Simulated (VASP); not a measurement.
Write the native input for VASP 6.6.1 that does the following.

| Quantity | Value |
| --- | --- |
| Task | single point |
| Functional | PBE |
| Potentials or basis | VASP PAW PBE potentials, release 64 (Ti_sv) |
| Cutoff | 520 eV |
| k mesh | 9 × 9 × 14 |
| Occupations | gaussian, width 0.1 eV |
| Spin | no spin polarisation |
| Dipole correction | no |
| Further INCAR settings | ALGO = Fast; EDIFF = 1e-06; NBANDS = 25 |

The structure of Ti lies in POSCAR:

```
Ti
1.0
    4.9145409915      0.0000000000      0.0000000000
   -2.4572704957      4.2561173466      0.0000000000
    0.0000000000      0.0000000000      2.7867051127
Ti
3
Direct
    0.0000000000      0.0000000000      0.0000000000
    0.3333333333      0.6666666667      0.4739991716
    0.6666666667      0.3333333333      0.5260008284
```

This cell differs from its parent crystal: strained and its atoms moved.

The input as run:

INCAR

```
SYSTEM = Ti
PREC = Accurate
ENCUT = 520
EDIFF = 1E-6
ISMEAR = 0
SIGMA = 0.1
LREAL = .FALSE.
LASPH = .TRUE.
NELM = 80
ALGO = Fast
ISIF = 2
LWAVE = .FALSE.
LCHARG = .FALSE.
GGA = PE
NBANDS = 25
```

KPOINTS

```
regular mesh
0
G
  9 9 14
  0 0 0
```

Potentials or basis: VASP PAW PBE potentials, release 64 (Ti_sv).

Command:

```sh
$ cat potpaw_PBE.64/Ti_sv/POTCAR > POTCAR
$ mpirun -np 1 vasp_std > vasp.out
```

It gave:

The pressure is -10.8 GPa. The largest force is 0.212 eV/Å and the band gap on the k mesh is zero (bands 18 and 19 overlap by 0.43 eV).

Caveat: the cell differs from its parent crystal (strained and its atoms moved); the stress differs along the axes, from -15 to -3 GPa.

It took 5 min on 1 thread of Intel(R) Xeon(R) 6975P-C (Granite Rapids), on a shared host, peak memory 0.29 GiB.
